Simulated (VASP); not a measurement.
# Au in VASP: further runs

Au is run at these levels: PBE; tasks: relaxation of the atoms, single point.

Everything below comes from runs of VASP 6.6.1. Logs are shortened: lines on timing, memory, paths and dates and some standing lists are left out, and cuts for length are marked.

## Step 1: The cell of the first run

The cell holds a slab with vacuum, 3 atoms: a = 2.940 Å, b = 2.940 Å, c = 20.801 Å, α = 90.00°, β = 90.00°, γ = 120.00°.

## Step 2: Relaxation of the atoms, PBE

Contents of INCAR:

```
PREC = Accurate ; ENCUT = 520
EDIFF = 1E-6 ; ISMEAR = -1
SIGMA = 0.05 ; LREAL = F
LASPH = T ; NELM = 60
ALGO = Normal ; ISIF = 2
LWAVE = F ; LCHARG = F
LDIPOL = T ; IDIPOL = 3
DIPOL = 0.5 0.5 0.500 ; GGA = PE
IBRION = 2 ; NSW = 32
EDIFFG = -0.01
```

Contents of KPOINTS:

```
regular mesh
0
Gamma
  13 13 1
```

Contents of POSCAR:

```
Au
1.0
    2.9400990585      0.0000000000      0.0000000000
   -1.4700495293      2.5462004743      0.0000000000
    0.0000000000      0.0000000000     20.8012000000
Au
3
Direct
    0.1666666667      0.3333333333      0.3839520320
    0.5000000000      1.0000000000      0.4999999220
    0.8333333333      0.6666666667      0.6160480458
```

Potentials or basis: VASP PAW PBE potentials, release 64 (Au).

Run with:

```
> cat potpaw_PBE.64/Au/POTCAR > POTCAR
> mpirun -np 1 vasp_std > vasp.out
```

OUTCAR:

```text
PREC = Accurate
   ENCUT = 520
   EDIFF = 1E-6
   ISMEAR = -1
   LREAL = F
   LASPH = T
   NELM = 60
   ISIF = 2
   GGA = PE
   IBRION = 2
   NSW = 32
   EDIFFG = -0.01

 ion  position               nearest neighbor table
   1  0.167  0.333  0.384-   2 2.95   2 2.95   2 2.95
   2  0.500  0.000  0.500-   1 2.95   1 2.95   1 2.95   3 2.95   3 2.95   3 2.95
   3  0.833  0.667  0.616-   2 2.95   2 2.95   2 2.95

  LATTYP: Found a hexagonal cell.
 ALAT       =     2.9400990585
 C/A-ratio  =     7.0749997147

  Lattice vectors:

 A1 = (   2.9400990585,   0.0000000000,   0.0000000000)
 A2 = (  -1.4700495293,   2.5462004743,   0.0000000000)
 A3 = (   0.0000000000,   0.0000000000,  20.8012000000)

Analysis of symmetry for initial positions (statically):
=====================================================================
 Subroutine PRICEL returns:
 Original cell was already a primitive cell.

 Routine SETGRP: Setting up the symmetry group for a
 hexagonal supercell.

 Subroutine GETGRP returns: Found 12 space group operations
 (whereof  4 operations were pure point group operations)
 out of a pool of 24 trial point group operations.

The static configuration has the point symmetry C_2h.
 The point group associated with its full space group is D_3d.

Analysis of symmetry for dynamics (positions and initial velocities):
=====================================================================
 Subroutine PRICEL returns:
 Original cell was already a primitive cell.

 Routine SETGRP: Setting up the symmetry group for a
 hexagonal supercell.

 Subroutine GETGRP returns: Found 12 space group operations
 (whereof  4 operations were pure point group operations)
 out of a pool of 24 trial point group operations.

The dynamic configuration has the point symmetry C_2h.
 The point group associated with its full space group is D_3d.

 Subroutine INISYM returns: Found 12 space group operations
 (whereof  4 operations are pure point group operations),
 and found     1 'primitive' translations

----------------------------------------------------------------------------------------

                                     Primitive cell

  volume of cell :     155.7195

  direct lattice vectors                    reciprocal lattice vectors
     2.940099058  0.000000000  0.000000000     0.340124594  0.196371026  0.000000000
    -1.470049529  2.546200474  0.000000000     0.000000000  0.392742052  0.000000000
     0.000000000  0.000000000 20.801200000     0.000000000  0.000000000  0.048074150

  length of vectors
     2.940099058  2.940099059 20.801200000     0.392742052  0.392742052  0.048074150

  position of ions in fractional coordinates (direct lattice)
     0.166666667  0.333333333  0.383952032
     0.500000000  0.000000000  0.499999922
     0.833333333  0.666666667  0.616048046

  ion indices of the primitive-cell ions
   primitive index   ion index
                 1           1
                 2           2
                 3           3

----------------------------------------------------------------------------------------

 KPOINTS: regular mesh

Automatic generation of k-mesh.
 Grid dimensions read from file:
 generate k-points for:   13   13    1

 Generating k-lattice:

  Cartesian coordinates                     Fractional coordinates (reciprocal lattice)
     0.026163430  0.015105464  0.000000000     0.076923077 -0.000000000  0.000000000
     0.000000000  0.030210927  0.000000000     0.000000000  0.076923077  0.000000000
     0.000000000  0.000000000  0.048074150     0.000000000  0.000000000  1.000000000

  Length of vectors
     0.030210927  0.030210927  0.048074150

  Shift w.r.t. Gamma in fractional coordinates (k-lattice)
     0.000000000  0.000000000  0.000000000

 Subroutine IBZKPT returns following result:
 ===========================================

 Found     21 irreducible k-points:

 Following reciprocal coordinates:
            Coordinates               Weight
  0.000000  0.000000  0.000000      1.000000
  0.076923  0.000000  0.000000      6.000000
  0.153846  0.000000  0.000000      6.000000
  0.230769  0.000000  0.000000      6.000000
  0.307692  0.000000  0.000000      6.000000
  0.384615  0.000000  0.000000      6.000000
[... 13 lines left out ...]
  0.384615  0.230769  0.000000      6.000000
  0.307692  0.307692  0.000000      6.000000
   k-points           NKPTS =     21   k-points in BZ     NKDIM =     21   number of bands    NBANDS=     20
   number of dos      NEDOS =    301   number of ions     NIONS =      3
   total plane-waves  NPLWV =  92160
   dimension x,y,z NGX =    24 NGY =   24 NGZ =  160
   dimension x,y,z NGXF=    48 NGYF=   48 NGZF=  320
   ions per type =               3
   NGX,Y,Z   is equivalent  to a cutoff of  13.57, 13.57, 12.79 a.u.
   NGXF,Y,Z  is equivalent  to a cutoff of  27.14, 27.14, 25.57 a.u.
 SYSTEM =  unknown system
   PREC   = accura    normal or accurate (medium, high low for compatibility)
   ISTART =      0    job   : 0-new  1-cont  2-samecut
   ICHARG =      2    charge: 1-file 2-atom 10-const
   ISPIN  =      1    spin polarized calculation?
   LNONCOLLINEAR =      F non collinear calculations
   LSORBIT =      F    spin-orbit coupling
   LASPH  =      T    aspherical Exc in radial PAW
   ENCUT  =  520.0 eV  38.22 Ry    6.18 a.u.   5.47  5.47 38.68*2*pi/ulx,y,z
   NELM   =     60;   NELMIN=  2; NELMDL= -5     # of ELM steps
   EDIFF  = 0.1E-05   stopping-criterion for ELM
   LREAL  =      F    real-space projection
   EDIFFG = -.1E-01   stopping-criterion for IOM
   NSW    =     32    number of steps for IOM
   IBRION =      2    ionic relax: 0-MD 1-quasi-New 2-CG
   NFREE  =      1    steps in history (QN), initial steepest desc. (CG)
   ISIF   =      2    stress and relaxation
   ISYM   =      2    0-nonsym 1-usesym 2-fastsym
   POTIM  = 0.5000    time-step for ionic-motion
   TEBEG  =    0.0;   TEEND  =   0.0 temperature during run
   PSTRESS=    0.0 pullay stress
   NELECT =      33.0000    total number of electrons
   NUPDOWN=      -1.0000    fix difference up-down
   EMIN   =  10.00;   EMAX   =-10.00  energy-range for DOS
   EFERMI =   0.00;   METHOD = LEGACY
   ISMEAR =    -1;   SIGMA  =   0.05  broadening in eV -4-tet -1-fermi 0-gaus
   EFERMI_NEDOS =   21; number of points for ismear=-14 and -15
   IALGO  =     38    algorithm
   IMIX   =      4    mixing-type and parameters
     AMIX     =   0.40;   BMIX     =  1.00
     AMIX_MAG =   1.60;   BMIX_MAG =  1.00
  volume/ion in A,a.u.               =      51.91       350.28
  Fermi-wavevector in a.u.,A,eV,Ry     =   0.976034  1.844438 12.961499  0.952643
  Thomas-Fermi vector in A             =   2.106621
   LORBIT       =      0    0 simple, 1 ext, 2 COOP (PROOUT), +10 PAW based schemes
   GGA     = PE    functional components
   LHFCALC =     F    Hartree Fock is set to
   AEXX    =    0.0000 exact exchange contribution
   IVDW    =     0    specifies the selected vdW correction
   LEPSILON=     F    determine dielectric tensor
   LRPA    =     F    only Hartree local field effects (RPA)
 conjugate gradient relaxation of ions
 non-spin polarized calculation
  energy-cutoff  :      520.00
  volume of cell :      155.72
 maximum number of plane-waves:      4289
 NGX is ok and might be reduce to    24
   NGX = 11   NGY = 11   NGZ = 77

 dipolmoment           0.000000      0.000000     -0.000000 electrons x Angstroem

 number of electron      32.9999995 magnetization

 dipolmoment           0.000000      0.000000      0.000011 electrons x Angstroem

 Free energy of the ion-electron system (eV)
  ---------------------------------------------------
  ext. energy  EPLUGINS =         0.00000000
  ---------------------------------------------------
  free energy    TOTEN  =        -9.01708616 eV

  energy without entropy =       -9.01405258  energy(sigma->0) =       -9.01556937

 E-fermi :  -0.4594     XC(G=0):  -5.0705

 val. band max:       -0.5232160132   @ k =   0.2308   0.0000   0.0000
 cond. band min:      -0.1701340158   @ k =   0.3077   0.1538   0.0000
 fundamental gap:      0.3530819974
 Fermi energy:        -0.4593978772

 k-point     1 :       0.0000    0.0000    0.0000
  band No.  band energies     occupation
      1      -8.9136      2.00000
      2      -7.4557      2.00000
      3      -7.0079      2.00000
      4      -4.7152      2.00000
      5      -4.5980      2.00000
      6      -4.5980      2.00000
[... 12 lines left out ...]
     19       0.0642      0.00006
     20       4.1612      0.00000

 k-point     2 :       0.0769    0.0000    0.0000
  band No.  band energies     occupation
      1      -8.7413      2.00000
      2      -7.2827      2.00000
      3      -6.8542      2.00000
      4      -4.7220      2.00000
      5      -4.7066      2.00000
      6      -4.5744      2.00000
[... 12 lines left out ...]
     19       0.4947      0.00000
     20       4.2732      0.00000

 k-point     3 :       0.1538    0.0000    0.0000
  band No.  band energies     occupation
      1      -8.2527      2.00000
      2      -6.8156      2.00000
      3      -6.4479      2.00000
      4      -4.9955      2.00000
      5      -4.8489      2.00000
      6      -4.6826      2.00000
[... 12 lines left out ...]
     19       1.4623      0.00000
     20       4.6092      0.00000

 k-point     4 :       0.2308    0.0000    0.0000
  band No.  band energies     occupation
      1      -7.5625      2.00000
      2      -6.3258      2.00000
      3      -6.0239      2.00000
      4      -5.3107      2.00000
      5      -5.0007      2.00000
      6      -4.6050      2.00000
[... 360 lines left out ...]
 k-point    20 :       0.3846    0.2308    0.0000
  band No.  band energies     occupation
      1      -5.9011      2.00000
      2      -5.8562      2.00000
      3      -5.6020      2.00000
      4      -5.2829      2.00000
      5      -5.0209      2.00000
      6      -4.7178      2.00000
[... 12 lines left out ...]
     19       3.1524      0.00000
     20       4.8518      0.00000

 k-point    21 :       0.3077    0.3077    0.0000
  band No.  band energies     occupation
      1      -5.7164      2.00000
      2      -5.7061      2.00000
      3      -5.4259      2.00000
      4      -5.2757      2.00000
      5      -4.9885      2.00000
      6      -4.6090      2.00000
[... 12 lines left out ...]
     19       4.0458      0.00000
     20       4.8951      0.00000

------------------------ aborting loop because EDIFF is reached ----------------------------------------

 vacuum level on the upper side and lower side of the slab       (xc-potential included)        -0.008        -0.008

  FORCE on cell =-STRESS in cart. coord.  units (eV):
  Direction    XX          YY          ZZ          XY          YZ          ZX
  --------------------------------------------------------------------------------------
  -------------------------------------------------------------------------------------
  Total       -2.7378397     -2.7378397     -0.0687840      0.0000000     -0.0000000     -0.0000000
  in kB      -28.1692735    -28.1692735     -0.7077097      0.0000000     -0.0000000     -0.0000000
  external PRESSURE =     -19.0154189 kB  Pullay stress =       0.0000000 kB

 VOLUME and BASIS-vectors are now :
 -----------------------------------------------------------------------------
  energy-cutoff  :      520.00
  volume of cell :      155.72
      direct lattice vectors                 reciprocal lattice vectors
     2.940099058  0.000000000  0.000000000     0.340124594  0.196371026  0.000000000
    -1.470049529  2.546200474  0.000000000     0.000000000  0.392742052  0.000000000
     0.000000000  0.000000000 20.801200000     0.000000000  0.000000000  0.048074150

 POSITION                                       TOTAL-FORCE (eV/Angst)
 -----------------------------------------------------------------------------------
      0.00000      0.84873      7.98666         0.000000      0.000000      0.006193
      1.47005      0.00000     10.40060        -0.000000      0.000000      0.000000
      1.47005      1.69747     12.81454        -0.000000     -0.000000     -0.006193
 -----------------------------------------------------------------------------------
    total drift:                                0.000000     -0.000000      0.001717

  FREE ENERGIE OF THE ION-ELECTRON SYSTEM (eV)
  ---------------------------------------------------
  free  energy   TOTEN  =        -9.0170861565 eV

  energy  without entropy=       -9.0140525775  energy(sigma->0) =       -9.01556937

 reached required accuracy - stopping structural energy minimisation

 vacuum level on the upper side and lower side of the slab         4.731         4.730
```

Run time: 1.9 min. Hardware: 1 thread of AMD EPYC 7R43 (Zen 3), shared host; peak memory 0.25 GiB.

What came out:

```
Free energy                  : -9.0171 eV
Largest force after relaxing : 0.006 eV/Å
Band gap on the k mesh       : zero (an odd number of electrons rules out a gap without spin polarisation)
```

Forces on the atoms (eV/Å):
```
Au   0.000  0.000  0.006
Au   0.000  0.000  0.000
Au   0.000  0.000 -0.006
```

Final structure:
```
Au
1.0
     2.94010    0.00000    0.00000
    -1.47005    2.54620    0.00000
     0.00000    0.00000   20.80120
Au
3
Direct
  0.16667 0.33333 0.38395
  0.50000 0.00000 0.50000
  0.83333 0.66667 0.61605
```

Caveat: the relaxation stopped at its first step, so nothing moved; spin-orbit coupling is left out, which moves the levels of the heavy elements.

## Step 3: Single point, PBE

Contents of INCAR:

```
PREC = Accurate
ENCUT = 520
EDIFF = 1E-7
ISMEAR = -1
SIGMA = 0.05
LREAL = F
LASPH = T
NELM = 60
ALGO = Normal
ISIF = 2
LWAVE = F
LCHARG = T
LDIPOL = T
IDIPOL = 3
DIPOL = 0.5 0.5 0.500
GGA = PE
LELF = T
LVHAR = T
LVACPOTAV = T
NBANDS = 24
```

KPOINTS is that of step 2.

POSCAR is that of step 2.

Potentials or basis: VASP PAW PBE potentials, release 64 (Au).

Run with:

```
> cat potpaw_PBE.64/Au/POTCAR > POTCAR
> mpirun -np 1 vasp_std > vasp.out
```

Run time: 90 s. Hardware: 1 thread of Intel Xeon Platinum 8175M at 2.50GHz (Skylake/Cascade Lake), shared host; peak memory 0.3 GiB.

The run converged. Its results:

* Free energy: -9.0171 eV
* Largest force: 0.006 eV/Å
* Band gap on the k mesh: zero (an odd number of electrons rules out a gap without spin polarisation)

Forces in eV/Å, atoms in the order of the input:
```
Au   0.000  0.000  0.006
Au   0.000  0.000  0.000
Au   0.000  0.000 -0.006
```

Levels at points of the mesh, in eV from the Fermi level:
```
           k point  band 14  band 15  band 16  band 17  band 18  band 19  band 20  band 21
(0.00, 0.00, 0.00)    -2.40    -2.40    -1.93    -1.93    -1.49     0.52     4.62     5.23
```

Caveat: spin-orbit coupling is left out, which moves the levels of the heavy elements.
